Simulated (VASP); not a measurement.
AlIn:

```xyz
2
Lattice="3.0541 0.0000 0.0000 -1.5271 2.6450 0.0000 0.0000 0.0000 5.8280" Properties=species:S:1:pos:R:3 pbc="T T T"
Al    0.0000    0.0000    0.0000
In    0.0000    0.0000    2.9140
```

* Program: VASP 6.6.1
* Task: relaxation of cell and atoms
* Functional: HSE06
* Potentials or basis: VASP PAW PBE potentials, release 64 (Al, In_d)
* Cutoff: 600 eV
* k mesh: 5 × 5 × 3
* Occupations: fermi-dirac, width 0.05 eV
* Spin: no spin polarisation

At the start: pressure -2.2 GPa; volume 23.54 Å³/atom.

Question: Where does the relaxation end?

Answer: Over 8 steps the energy falls by 10.9 meV/atom and the volume is 22.63 Å³/atom (-3.9 %); space group P6/mmm (No. 191, to 0.1 Å) before and after.

The path:
```csv
step,energy change (eV),largest force (eV/Å),pressure (GPa),volume (Å³)
1,0.0000,0.0000,-2.23,47.08
2,-0.0182,0.0000,0.56,44.87
3,-0.0216,0.0000,-0.24,45.48
4,-0.0216,0.0000,-0.29,45.51
5,-0.0219,0.0000,0.00,45.26
6,-0.0219,0.0000,-0.03,45.30
7,-0.0219,0.0000,-0.05,45.31
8,-0.0219,0.0000,0.01,45.26
```

Final structure:
```
Al In
1.0
     2.99354    0.00000    0.00000
    -1.49678    2.59249    0.00000
     0.00000    0.00000    5.83198
Al In
1 1
Cartesian
  0.0000 0.0000 0.0000
  2.9935 0.0000 2.9160
```

Caveat: the k points lie up to 0.48 Å⁻¹ apart in the final cell, too coarse for converged energies and pressures of a metal; the PAW data sets were made with another functional, which shifts forces and pressure a little.
